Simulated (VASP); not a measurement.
# Sn (I4_1/amd) in VASP: notebook, part 2 of 2

VASP 6.6.1. The steps go on from the part before.

**4. Single point, PBEsol**

Contents of INCAR:

```
SYSTEM = Sn
PREC = Accurate
ENCUT = 520
EDIFF = 1E-6
ISMEAR = 0
SIGMA = 0.15
LREAL = .False.
LASPH = .True.
NELM = 60
ALGO = Fast
ISIF = 2
LWAVE = .False.
LCHARG = .False.
GGA = PS
NBANDS = 21
```

Contents of KPOINTS:

```
regular mesh
0
Gamma
  24 24 24
  0 0 0
```

Contents of POSCAR:

```
Sn
1.0
   -2.8629579481      2.8629579481      1.6394538620
    2.8629579481     -2.8629579481      1.6394538620
    2.8629579481      2.8629579481     -1.6394538620
Sn
2
Direct
    0.7500000000      0.2500000000      0.5000000000
    0.0000000000      0.0000000000      0.0000000000
```

Potentials or basis: VASP PAW PBE potentials, release 64 (Sn_d).

Run with:

```
$ cat potpaw_PBE.64/Sn_d/POTCAR > POTCAR
$ mpirun -np 1 vasp_std > vasp.out
```

OUTCAR:

```text
SYSTEM = Sn
   PREC = Accurate
   ENCUT = 520
   EDIFF = 1E-6
   ISMEAR = 0
   LREAL = .False.
   LASPH = .True.
   NELM = 60
   ISIF = 2
   GGA = PS

 ion  position               nearest neighbor table
   1  0.750  0.250  0.500-   2 2.98   2 2.98   2 2.98   2 2.98
   2  0.000  0.000  0.000-   1 2.98   1 2.98   1 2.98   1 2.98

  LATTYP: Found a body centered tetragonal cell.
 ALAT       =     5.7259158962
 C/A-ratio  =     0.5726433611

  Lattice vectors:

 A1 = (  -2.8629579481,   2.8629579481,   1.6394538620)
 A2 = (   2.8629579481,  -2.8629579481,   1.6394538620)
 A3 = (   2.8629579481,   2.8629579481,  -1.6394538620)

Analysis of symmetry for initial positions (statically):
=====================================================================
 Subroutine PRICEL returns:
 Original cell was already a primitive cell.

 Routine SETGRP: Setting up the symmetry group for a
 body centered tetragonal supercell.

 Subroutine GETGRP returns: Found 16 space group operations
 (whereof  8 operations were pure point group operations)
 out of a pool of 16 trial point group operations.

The static configuration has the point symmetry D_2d.
 The point group associated with its full space group is D_4h.

Analysis of symmetry for dynamics (positions and initial velocities):
=====================================================================
 Subroutine PRICEL returns:
 Original cell was already a primitive cell.

 Routine SETGRP: Setting up the symmetry group for a
 body centered tetragonal supercell.

 Subroutine GETGRP returns: Found 16 space group operations
 (whereof  8 operations were pure point group operations)
 out of a pool of 16 trial point group operations.

The dynamic configuration has the point symmetry D_2d.
 The point group associated with its full space group is D_4h.

 Subroutine INISYM returns: Found 16 space group operations
 (whereof  8 operations are pure point group operations),
 and found     1 'primitive' translations

[... 104 lines left out ...]
   PSTRESS=    0.0 pullay stress
   NELECT =      28.0000    total number of electrons
   NUPDOWN=      -1.0000    fix difference up-down
   EMIN   =  10.00;   EMAX   =-10.00  energy-range for DOS
   EFERMI =   0.00;   METHOD = LEGACY
   ISMEAR =     0;   SIGMA  =   0.15  broadening in eV -4-tet -1-fermi 0-gaus
   EFERMI_NEDOS =   21; number of points for ismear=-14 and -15
   IALGO  =     68    algorithm
   IMIX   =      4    mixing-type and parameters
     AMIX     =   0.40;   BMIX     =  1.00
     AMIX_MAG =   1.60;   BMIX_MAG =  1.00
  volume/ion in A,a.u.               =      26.88       181.37
  Fermi-wavevector in a.u.,A,eV,Ry     =   1.317239  2.489220 23.607709  1.735118
  Thomas-Fermi vector in A             =   2.447294
   LORBIT       =      0    0 simple, 1 ext, 2 COOP (PROOUT), +10 PAW based schemes
   GGA     = PS    functional components
   LHFCALC =     F    Hartree Fock is set to
   AEXX    =    0.0000 exact exchange contribution
   IVDW    =     0    specifies the selected vdW correction
   LEPSILON=     F    determine dielectric tensor
   LRPA    =     F    only Hartree local field effects (RPA)
 non-spin polarized calculation
 RMM-DIIS sequential band-by-band and
 Gauss-broadening in eV      SIGMA  =   0.15
  energy-cutoff  :      520.00
  volume of cell :       53.75
 maximum number of plane-waves:      1466
   NGX = 17   NGY = 17   NGZ = 17

 number of electron      28.0000017 magnetization

 Free energy of the ion-electron system (eV)
  ---------------------------------------------------
  ext. energy  EPLUGINS =         0.00000000
  ---------------------------------------------------
  free energy    TOTEN  =        -8.50322783 eV

  energy without entropy =       -8.49299247  energy(sigma->0) =       -8.49811015

 E-fermi :   7.9333     XC(G=0): -10.4956

 val. band max:        7.9305296397   @ k =   0.2917   0.0417  -0.0000
 cond. band min:       7.9349582427   @ k =  -0.2083  -0.2083   0.1250
 fundamental gap:      0.0044286030
 Fermi energy:         7.9333374969

 k-point     1 :       0.0000    0.0000    0.0000
  band No.  band energies     occupation
      1     -13.6558      2.00000
      2     -13.5167      2.00000
      3     -13.5113      2.00000
      4     -13.4531      2.00000
      5     -13.3510      2.00000
      6     -13.3510      2.00000
[... 565 lines left out ...]
     20      17.5393      0.00000
     21      18.1189      0.00000

 [... further k-points ...]
[... 5 lines left out ...]
  --------------------------------------------------------------------------------------
  -------------------------------------------------------------------------------------
  Total        0.4759272      0.4759272     -0.6786667      0.0000000      0.0000000      0.0000000
  in kB       14.1860667     14.1860667    -20.2291666      0.0000000      0.0000000      0.0000000
  external PRESSURE =       2.7143222 kB  Pullay stress =       0.0000000 kB

 VOLUME and BASIS-vectors are now :
 -----------------------------------------------------------------------------
  energy-cutoff  :      520.00
  volume of cell :       53.75
      direct lattice vectors                 reciprocal lattice vectors
    -2.862957948  2.862957948  1.639453862     0.000000000  0.174644549  0.304979610
     2.862957948 -2.862957948  1.639453862     0.174644549  0.000000000  0.304979610
     2.862957948  2.862957948 -1.639453862     0.174644549  0.174644549  0.000000000

 POSITION                                       TOTAL-FORCE (eV/Angst)
 -----------------------------------------------------------------------------------
      0.00000      2.86296      0.81973         0.000000      0.000000      0.000000
      0.00000      0.00000      0.00000        -0.000000     -0.000000     -0.000000
 -----------------------------------------------------------------------------------
    total drift:                                0.000000     -0.000000      0.000000

  FREE ENERGIE OF THE ION-ELECTRON SYSTEM (eV)
  ---------------------------------------------------
  free  energy   TOTEN  =        -8.5032278316 eV

  energy  without entropy=       -8.4929924687  energy(sigma->0) =       -8.49811015
```

OSZICAR:

```text
N       E                     dE             d eps       ncg     rms          rms(c)
DAV:   1     0.222111103760E+03    0.22211E+03   -0.14369E+04 45269   0.208E+03
DAV:   2     0.144146939185E+02   -0.20770E+03   -0.20350E+03 44986   0.454E+02
DAV:   3    -0.782747064394E+01   -0.22242E+02   -0.22076E+02 51726   0.135E+02
DAV:   4    -0.852321676478E+01   -0.69575E+00   -0.69533E+00 50897   0.264E+01
DAV:   5    -0.855155061019E+01   -0.28334E-01   -0.28333E-01 63082   0.500E+00    0.252E+00
RMM:   6    -0.851497423529E+01    0.36576E-01   -0.44345E-02 54478   0.256E+00    0.143E+00
RMM:   7    -0.850344801611E+01    0.11526E-01   -0.31848E-02 54157   0.202E+00    0.173E-01
RMM:   8    -0.850309848138E+01    0.34953E-03   -0.43825E-03 60586   0.733E-01    0.569E-02
RMM:   9    -0.850320983690E+01   -0.11136E-03   -0.11519E-03 66268   0.284E-01    0.394E-02
RMM:  10    -0.850322217811E+01   -0.12341E-04   -0.15260E-04 59189   0.155E-01    0.170E-02
RMM:  11    -0.850322525918E+01   -0.30811E-05   -0.89486E-05 65051   0.956E-02    0.938E-03
RMM:  12    -0.850322770059E+01   -0.24414E-05   -0.28221E-05 65210   0.419E-02    0.728E-03
RMM:  13    -0.850322783162E+01   -0.13103E-06   -0.32588E-06 33484   0.193E-02
   1 F= -.85032278E+01 E0= -.84981102E+01  d E =-.102354E-01
```

Wall time 6.5 min (1 thread of Intel Xeon 6975P-C (Granite Rapids), shared host); peak memory 0.92 GiB.

Results:

```
Free energy            : -8.5032 eV
Pressure               : 0.3 GPa
Band gap on the k mesh : zero (bands 14 and 15 overlap by 4.93 eV)
```

Levels at points of the mesh, in eV from the Fermi level:
| k point | band 10 | band 11 | band 12 | band 13 | band 14 | band 15 | band 16 | band 17 | band 18 | band 19 |
| --- | --- | --- | --- | --- | --- | --- | --- | --- | --- | --- |
| (0.00, 0.00, 0.00) | -21.03 | -11.23 | -3.12 | -1.82 | -1.82 | 3.12 | 6.17 | 6.26 | 6.63 | 6.63 |
| (0.50, 0.00, 0.00) | -21.12 | -7.28 | -5.62 | -2.25 | -1.56 | -1.37 | 2.16 | 2.94 | 4.86 | 7.48 |
| (0.50, 0.50, 0.00) | -21.17 | -8.87 | -8.87 | 0.82 | 0.82 | 1.98 | 1.98 | 5.31 | 5.31 | 8.77 |
| (0.50, 0.50, 0.50) | -21.26 | -7.37 | -7.37 | -4.84 | -4.84 | 4.18 | 4.18 | 10.10 | 10.10 | 12.72 |

Caveat: the PAW data sets were made with another functional, which shifts forces and pressure a little; spin-orbit coupling is left out, which moves the levels of the heavy elements.

**5. Single point, PBEsol**

This run uses another cell than the first one, of the same volume but with other edges.

Contents of INCAR:

```
SYSTEM = Sn
PREC     = Accurate       ! precision mode
ENCUT    = 520            ! plane-wave cutoff, eV
EDIFF    = 1E-7           ! SCF threshold, eV
ISMEAR   = 0              ! smearing method
SIGMA    = 0.15           ! smearing width, eV
LREAL    = .False.        ! projectors in reciprocal space
LASPH    = .True.         ! aspherical terms in the spheres
NELM     = 60             ! most SCF steps
ALGO     = Fast           ! electronic algorithm
ISIF     = 2              ! what is computed and relaxed
LWAVE    = .False.        ! write WAVECAR
LCHARG   = .False.        ! write CHGCAR
GGA      = PS             ! functional
NBANDS   = 21             ! bands
```

KPOINTS is that of step 4.

Contents of POSCAR:

```
Sn
1.0
   -3.0718859917      3.0718859917      1.4240293821
    3.0718859917     -3.0718859917      1.4240293821
    3.0718859917      3.0718859917     -1.4240293821
Sn
2
Direct
    0.7500000000      0.2500000000      0.5000000000
    0.0000000000      0.0000000000      0.0000000000
```

Run with:

```
$ cat potpaw_PBE.64/Sn_d/POTCAR > POTCAR
$ mpirun -np 1 vasp_std > vasp.out
```

Wall time 14 min (1 thread of Intel Xeon 6975P-C (Granite Rapids), shared host); peak memory 0.97 GiB.

It converged, with:

| Property | Result |
| --- | --- |
| Free energy | -8.2972 eV |
| Pressure | 2.2 GPa |
| Band gap on the k mesh | zero (bands 14 and 15 overlap by 3.25 eV) |

Stress tensor (GPa, compression positive):
```
-2.82  0.00  0.00
 0.00 -2.82  0.00
 0.00  0.00 12.28
```

Levels at points of the mesh, in eV from the Fermi level:
| k point | band 12 | band 13 | band 14 | band 15 | band 16 | band 17 |
| --- | --- | --- | --- | --- | --- | --- |
| (0.00, 0.00, 0.00) | -5.28 | -2.61 | -2.61 | 2.44 | 4.68 | 4.68 |
| (0.50, 0.00, 0.00) | -4.87 | -2.36 | -2.28 | -0.31 | 2.62 | 2.89 |
| (0.50, 0.50, 0.00) | -9.34 | -0.28 | -0.28 | 0.32 | 0.32 | 9.13 |
| (0.50, 0.50, 0.50) | -8.37 | -4.99 | -4.99 | 7.12 | 7.12 | 8.46 |

Caveat: the stress differs along the axes, from -3 to 12 GPa; the PAW data sets were made with another functional, which shifts forces and pressure a little; spin-orbit coupling is left out, which moves the levels of the heavy elements.

**6. The runs side by side**

```tsv
cell	further INCAR settings	gap on the mesh (eV)	pressure (GPa)
a = 4.330 Å, angles 98.8, 98.8, 134.0°, 2 atoms	ALGO = Fast; EDIFF = 1e-06; NBANDS = 21	none	0.8
a = 4.448 Å, angles 96.9, 96.9, 139.4°, 2 atoms	ALGO = Fast; EDIFF = 1e-06; NBANDS = 21	none	0.0
a = 4.368 Å, angles 98.1, 98.1, 135.9°, 2 atoms	ALGO = Fast; EDIFF = 1e-06; NBANDS = 21	none	0.3
a = 4.572 Å, angles 95.6, 95.6, 143.7°, 2 atoms	ALGO = Fast; EDIFF = 1e-07; NBANDS = 21	none	2.2
```

Alike in all rows: task single point; level PBEsol; potentials or basis VASP PAW PBE potentials, release 64 (Sn_d); no spin polarisation; k mesh 24 × 24 × 24; cutoff (eV) 520; smearing gaussian 0.15 eV.

Caveats: the PAW data sets were made with another functional, which shifts forces and pressure a little; spin-orbit coupling is left out, which moves the levels of the heavy elements; the stress differs along the axes, from -3 to 3 GPa (at least some runs); the stress differs along the axes, from -3 to 12 GPa (at least some runs).

Absolute energies hang on the potentials; compare differences alone.
